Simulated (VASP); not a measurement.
# Zr (Im-3m) in VASP: notebook

Zr is run at these levels: PBE; tasks: single point.

Program: VASP 6.6.1. These are calculated values, not measurements. Logs are shortened: lines on timing, memory, paths and dates and some standing lists are left out, and cuts for length are marked.

## (1) The cell of the first run

The structure is cubic, space group Im-3m (No. 229). The conventional cell has a = 3.668 Å, b = 3.668 Å, c = 3.668 Å, α = 90.00°, β = 90.00°, γ = 90.00°. Within 4.2 Å of Zr (site symmetry m-3m) lie 14 Zr at 3.18 to 3.67 Å.

This isn't the form of Zr at room conditions, which is hcp.

## (2) Single point, PBE, collinear spin (24.67 Å³/atom)

Input file INCAR:

```
SYSTEM = Zr
ALGO = Normal
EDIFF = 1E-6
ENCUT = 520
GGA = PE
ISIF = 2
ISMEAR = -1
ISPIN = 2
LASPH = .TRUE.
LCHARG = .FALSE.
LMAXMIX = 4
LORBIT = 11
LREAL = .FALSE.
LWAVE = .FALSE.
MAGMOM = 1
NBANDS = 16
NELM = 150
PREC = Accurate
SIGMA = 0.05
```

Input file KPOINTS:

```
k-points
0
G
  20 20 20
  0 0 0
```

Input file POSCAR:

```
Zr
1.0
   -1.8338418608      1.8338418608      1.8338418608
    1.8338418608     -1.8338418608      1.8338418608
    1.8338418608      1.8338418608     -1.8338418608
Zr
1
Direct
    0.0000000000      0.0000000000      0.0000000000
```

Potentials or basis: VASP PAW PBE potentials, release 64 (Zr_sv).

On the command line:

```bash
$ cat potpaw_PBE.64/Zr_sv/POTCAR > POTCAR
$ mpirun -np 1 vasp_std > vasp.out
```

OUTCAR:

```text
SYSTEM = Zr
   EDIFF = 1E-6
   ENCUT = 520
   GGA = PE
   ISIF = 2
   ISMEAR = -1
   ISPIN = 2
   LASPH = .TRUE.
   LORBIT = 11
   LREAL = .FALSE.
   NELM = 150
   PREC = Accurate

 ion  position               nearest neighbor table
   1  0.000  0.000  0.000-

  LATTYP: Found a body centered cubic cell.
 ALAT       =     3.6676837216

  Lattice vectors:

 A1 = (  -1.8338418608,   1.8338418608,   1.8338418608)
 A2 = (   1.8338418608,  -1.8338418608,   1.8338418608)
 A3 = (   1.8338418608,   1.8338418608,  -1.8338418608)

Analysis of symmetry for initial positions (statically):
=====================================================================
 Subroutine PRICEL returns:
 Original cell was already a primitive cell.

 Routine SETGRP: Setting up the symmetry group for a
 body centered cubic supercell.

 Subroutine GETGRP returns: Found 48 space group operations
 (whereof 48 operations were pure point group operations)
 out of a pool of 48 trial point group operations.

The static configuration has the point symmetry O_h .

Analysis of symmetry for dynamics (positions and initial velocities):
=====================================================================
 Subroutine PRICEL returns:
 Original cell was already a primitive cell.

 Routine SETGRP: Setting up the symmetry group for a
 body centered cubic supercell.

 Subroutine GETGRP returns: Found 48 space group operations
 (whereof 48 operations were pure point group operations)
 out of a pool of 48 trial point group operations.

The dynamic configuration has the point symmetry O_h .

Analysis of structural, dynamic, and magnetic symmetry:
=====================================================================
 Subroutine PRICEL returns:
 Original cell was already a primitive cell.

 Routine SETGRP: Setting up the symmetry group for a
 body centered cubic supercell.

 Subroutine GETGRP returns: Found 48 space group operations
 (whereof 48 operations were pure point group operations)
 out of a pool of 48 trial point group operations.

The overall configuration has the point symmetry O_h .

 Subroutine INISYM returns: Found 48 space group operations
 (whereof 48 operations are pure point group operations),
 and found     1 'primitive' translations

----------------------------------------------------------------------------------------

                                     Primitive cell

  volume of cell :      24.6687

  direct lattice vectors                    reciprocal lattice vectors
    -1.833841861  1.833841861  1.833841861     0.000000000  0.272651645  0.272651645
     1.833841861 -1.833841861  1.833841861     0.272651645  0.000000000  0.272651645
     1.833841861  1.833841861 -1.833841861     0.272651645  0.272651645  0.000000000

  length of vectors
     3.176307276  3.176307276  3.176307276     0.385587654  0.385587654  0.385587654

  position of ions in fractional coordinates (direct lattice)
     0.000000000  0.000000000  0.000000000

  ion indices of the primitive-cell ions
   primitive index   ion index
                 1           1

----------------------------------------------------------------------------------------

 KPOINTS: k-points

Automatic generation of k-mesh.
 Grid dimensions read from file:
 generate k-points for:   20   20   20

 Generating k-lattice:

  Cartesian coordinates                     Fractional coordinates (reciprocal lattice)
     0.000000000  0.013632582  0.013632582     0.050000000  0.000000000  0.000000000
     0.013632582  0.000000000  0.013632582     0.000000000  0.050000000  0.000000000
     0.013632582  0.013632582  0.000000000     0.000000000  0.000000000  0.050000000

  Length of vectors
     0.019279383  0.019279383  0.019279383

  Shift w.r.t. Gamma in fractional coordinates (k-lattice)
     0.000000000  0.000000000  0.000000000

 Subroutine IBZKPT returns following result:
 ===========================================

 Found    256 irreducible k-points:

 Following reciprocal coordinates:
            Coordinates               Weight
  0.000000  0.000000  0.000000      1.000000
  0.050000  0.000000  0.000000     12.000000
  0.100000  0.000000  0.000000     12.000000
  0.150000  0.000000  0.000000     12.000000
  0.200000  0.000000  0.000000     12.000000
  0.250000  0.000000  0.000000     12.000000
[... 16 lines left out ...]
  0.200000  0.100000  0.000000     48.000000
  0.250000  0.100000 -0.000000     48.000000
 [... further k-points ...]
   k-points           NKPTS =    256   k-points in BZ     NKDIM =    256   number of bands    NBANDS=     16
   number of dos      NEDOS =    301   number of ions     NIONS =      1
   total plane-waves  NPLWV =  13824
   dimension x,y,z NGX =    24 NGY =   24 NGZ =   24
   dimension x,y,z NGXF=    48 NGYF=   48 NGZF=   48
   ions per type =               1
   NGX,Y,Z   is equivalent  to a cutoff of  12.56, 12.56, 12.56 a.u.
   NGXF,Y,Z  is equivalent  to a cutoff of  25.12, 25.12, 25.12 a.u.
 SYSTEM =  Zr
   PREC   = accura    normal or accurate (medium, high low for compatibility)
   ISTART =      0    job   : 0-new  1-cont  2-samecut
   ICHARG =      2    charge: 1-file 2-atom 10-const
   ISPIN  =      2    spin polarized calculation?
   LNONCOLLINEAR =      F non collinear calculations
   LSORBIT =      F    spin-orbit coupling
   LASPH  =      T    aspherical Exc in radial PAW
   ENCUT  =  520.0 eV  38.22 Ry    6.18 a.u.   5.91  5.91  5.91*2*pi/ulx,y,z
   NELM   =    150;   NELMIN=  2; NELMDL= -5     # of ELM steps
   EDIFF  = 0.1E-05   stopping-criterion for ELM
   LREAL  =      F    real-space projection
   EDIFFG = 0.1E-04   stopping-criterion for IOM
   NSW    =      0    number of steps for IOM
   IBRION =     -1    ionic relax: 0-MD 1-quasi-New 2-CG
   NFREE  =      0    steps in history (QN), initial steepest desc. (CG)
   ISIF   =      2    stress and relaxation
   ISYM   =      2    0-nonsym 1-usesym 2-fastsym
   POTIM  = 0.5000    time-step for ionic-motion
   TEBEG  =    0.0;   TEEND  =   0.0 temperature during run
   PSTRESS=    0.0 pullay stress
   NELECT =      12.0000    total number of electrons
   NUPDOWN=      -1.0000    fix difference up-down
   EMIN   =  10.00;   EMAX   =-10.00  energy-range for DOS
   EFERMI =   0.00;   METHOD = LEGACY
   ISMEAR =    -1;   SIGMA  =   0.05  broadening in eV -4-tet -1-fermi 0-gaus
   EFERMI_NEDOS =   21; number of points for ismear=-14 and -15
   IALGO  =     38    algorithm
   IMIX   =      4    mixing-type and parameters
     AMIX     =   0.40;   BMIX     =  1.00
     AMIX_MAG =   1.60;   BMIX_MAG =  1.00
  volume/ion in A,a.u.               =      24.67       166.47
  Fermi-wavevector in a.u.,A,eV,Ry     =   1.287518  2.433057 22.554419  1.657703
  Thomas-Fermi vector in A             =   2.419528
   LORBIT       =     11    0 simple, 1 ext, 2 COOP (PROOUT), +10 PAW based schemes
   GGA     = PE    functional components
   LHFCALC =     F    Hartree Fock is set to
   AEXX    =    0.0000 exact exchange contribution
   IVDW    =     0    specifies the selected vdW correction
   LEPSILON=     F    determine dielectric tensor
   LRPA    =     F    only Hartree local field effects (RPA)
 spin polarized calculation
  energy-cutoff  :      520.00
  volume of cell :       24.67
 maximum number of plane-waves:       682
   NGX = 11   NGY = 11   NGZ = 11

 number of electron      12.0000000 magnetization       0.0654872

 number of electron      12.0000000 magnetization      -0.0003416

 Free energy of the ion-electron system (eV)
  ---------------------------------------------------
  ext. energy  EPLUGINS =         0.00000000
  ---------------------------------------------------
  free energy    TOTEN  =        -8.40807107 eV

  energy without entropy =       -8.39136131  energy(sigma->0) =       -8.39971619

 E-fermi :   8.0902     XC(G=0): -10.8173

 val. band max:        8.0788751232   @ k =  -0.3000   0.3000   0.0500
 cond. band min:       8.0988823507   @ k =   0.2500   0.1000   0.0500
 fundamental gap:      0.0200072275
 Fermi energy:         8.0902488445

 spin component 1

 k-point     1 :       0.0000    0.0000    0.0000
  band No.  band energies     occupation
      1     -40.5313      1.00000
      2     -18.1179      1.00000
      3     -18.1179      1.00000
      4     -18.1179      1.00000
      5       2.8234      1.00000
      6       9.1785      0.00000
[... 8 lines left out ...]
     15      28.7600      0.00000
     16      30.4206      0.00000

 k-point     2 :       0.0500    0.0000    0.0000
  band No.  band energies     occupation
      1     -40.5284      1.00000
      2     -18.1387      1.00000
      3     -18.1243      1.00000
      4     -18.1180      1.00000
      5       2.9036      1.00000
      6       9.1256      0.00000
[... 8 lines left out ...]
     15      28.3919      0.00000
     16      30.2992      0.00000
[... 387 lines left out ...]
      5       4.6906      1.00000
      6       8.2139      0.07781
[... 8 lines left out ...]
     15      25.9655      0.00000
     16      28.2379      0.00000

 k-point    24 :       0.2500    0.1000   -0.0000
  band No.  band energies     occupation
      1     -40.4493      1.00000
      2     -18.6598      1.00000
      3     -18.2956      1.00000
      4     -18.1486      1.00000
      5       5.1632      1.00000
      6       7.9821      0.89696
[... 8 lines left out ...]
     15      26.8124      0.00000
     16      28.4111      0.00000

 [... further k-points ...]

 spin component 2

 k-point     1 :       0.0000    0.0000    0.0000
  band No.  band energies     occupation
      1     -40.5317      1.00000
      2     -18.1181      1.00000
      3     -18.1181      1.00000
      4     -18.1181      1.00000
      5       2.8229      1.00000
      6       9.1782      0.00000
[... 8 lines left out ...]
     15      28.7599      0.00000
     16      30.4202      0.00000

 k-point     2 :       0.0500    0.0000    0.0000
  band No.  band energies     occupation
      1     -40.5288      1.00000
      2     -18.1389      1.00000
      3     -18.1246      1.00000
      4     -18.1182      1.00000
      5       2.9032      1.00000
      6       9.1253      0.00000
[... 8 lines left out ...]
     15      28.3917      0.00000
     16      30.2988      0.00000
[... 387 lines left out ...]
      5       4.6903      1.00000
      6       8.2136      0.07820
[... 8 lines left out ...]
     15      25.9654      0.00000
     16      28.2376      0.00000

 k-point    24 :       0.2500    0.1000   -0.0000
  band No.  band energies     occupation
      1     -40.4497      1.00000
      2     -18.6600      1.00000
      3     -18.2959      1.00000
      4     -18.1488      1.00000
      5       5.1629      1.00000
      6       7.9818      0.89745
[... 8 lines left out ...]
     15      26.8123      0.00000
     16      28.4108      0.00000

 [... further k-points ...]
[... 5 lines left out ...]
  --------------------------------------------------------------------------------------
  -------------------------------------------------------------------------------------
  Total       -0.9290136     -0.9290136     -0.9290136     -0.0000000      0.0000000     -0.0000000
  in kB      -60.3374574    -60.3374574    -60.3374574     -0.0000000      0.0000000     -0.0000000
  external PRESSURE =     -60.3374574 kB  Pullay stress =       0.0000000 kB

 VOLUME and BASIS-vectors are now :
 -----------------------------------------------------------------------------
  energy-cutoff  :      520.00
  volume of cell :       24.67
      direct lattice vectors                 reciprocal lattice vectors
    -1.833841861  1.833841861  1.833841861     0.000000000  0.272651645  0.272651645
     1.833841861 -1.833841861  1.833841861     0.272651645  0.000000000  0.272651645
     1.833841861  1.833841861 -1.833841861     0.272651645  0.272651645  0.000000000

 POSITION                                       TOTAL-FORCE (eV/Angst)
 -----------------------------------------------------------------------------------
      0.00000      0.00000      0.00000         0.000000     -0.000000      0.000000
 -----------------------------------------------------------------------------------
    total drift:                                0.000000      0.000000      0.000000

  FREE ENERGIE OF THE ION-ELECTRON SYSTEM (eV)
  ---------------------------------------------------
  free  energy   TOTEN  =        -8.4080710714 eV

  energy  without entropy=       -8.3913613132  energy(sigma->0) =       -8.39971619

 total charge

# of ion       s       p       d       tot
------------------------------------------
    1        2.215   5.946   1.620   9.782

 magnetization (x)

# of ion       s       p       d       tot
------------------------------------------
    1       -0.000  -0.000  -0.000  -0.000
```

Run time: 62 s. Hardware: 1 thread of Intel Xeon Platinum 8488C (Sapphire Rapids), shared host; peak memory 0.25 GiB.

Results:

```yaml
Free_energy: -8.4081 eV
Pressure: -6.0 GPa
Band_gap_on_the_k_mesh: zero (filled and empty bands overlap)
Net_moment: 0.00 μB per cell
Valence_electrons_inside_the_program's_atomic_spheres: Zr 9.78
```

Caveat: the cell stands under tension.

## (3) Single point, PBE, collinear spin (25.58 Å³/atom)

This run uses another cell than the first one, of 25.58 Å³/atom.

Input file INCAR:

```
SYSTEM = Zr
PREC = Accurate ; ENCUT = 520
EDIFF = 1E-6 ; ISMEAR = -1
SIGMA = 0.05 ; LREAL = .False.
LASPH = .True. ; NELM = 150
ALGO = Normal ; ISIF = 2
LWAVE = .False. ; LCHARG = .False.
ISPIN = 2 ; MAGMOM = 1
LORBIT = 11 ; LMAXMIX = 4
GGA = PE ; NBANDS = 16
```

Input file KPOINTS:

```
regular mesh
0
Gamma
  20 20 20
  0 0 0
```

Input file POSCAR:

```
Zr
1.0
   -1.8562079903      1.8562079903      1.8562079903
    1.8562079903     -1.8562079903      1.8562079903
    1.8562079903      1.8562079903     -1.8562079903
Zr
1
Direct
    0.0000000000      0.0000000000      0.0000000000
```

Potentials or basis: VASP PAW PBE potentials, release 64 (Zr_sv).

On the command line:

```bash
$ cat potpaw_PBE.64/Zr_sv/POTCAR > POTCAR
$ mpirun -np 1 vasp_std > vasp.out
```

Run time: 67 s. Hardware: 1 thread of Intel Xeon Platinum 8488C (Sapphire Rapids), shared host; peak memory 0.26 GiB.

The run converged. Its results:

* Free energy: -8.3672 eV
* Pressure: -8.3 GPa
* Band gap on the k mesh: zero (filled and empty bands overlap)
* Net moment: 0.00 μB per cell
* Valence electrons inside the program's atomic spheres: Zr 9.74

Levels at points of the mesh, in eV from the Fermi level:
Spin up:
| k point | band 2 | band 3 | band 4 | band 5 | band 6 | band 7 | band 8 | band 9 | band 10 | band 11 |
| --- | --- | --- | --- | --- | --- | --- | --- | --- | --- | --- |
| (0.00, 0.00, 0.00) | -26.34 | -26.34 | -26.34 | -5.20 | 1.06 | 1.06 | 1.06 | 3.28 | 3.28 | 12.07 |
| (0.50, 0.00, 0.00) | -27.04 | -26.56 | -26.34 | -2.53 | -0.52 | 1.25 | 3.23 | 3.83 | 5.61 | 9.06 |
| (0.50, 0.50, 0.50) | -26.83 | -26.83 | -26.83 | -2.17 | -2.17 | 5.04 | 5.04 | 5.04 | 6.73 | 6.73 |
Spin down:
```tsv
k point	band 2	band 3	band 4	band 5	band 6	band 7	band 8	band 9	band 10	band 11
(0.00, 0.00, 0.00)	-26.34	-26.34	-26.34	-5.20	1.06	1.06	1.06	3.28	3.28	12.07
(0.50, 0.00, 0.00)	-27.04	-26.56	-26.34	-2.53	-0.52	1.25	3.23	3.83	5.61	9.06
(0.50, 0.50, 0.50)	-26.83	-26.83	-26.83	-2.17	-2.17	5.04	5.04	5.04	6.73	6.73
```

Caveat: the cell stands under tension.

The gap in the log of VASP goes by the Fermi energy; the results here count the filled bands.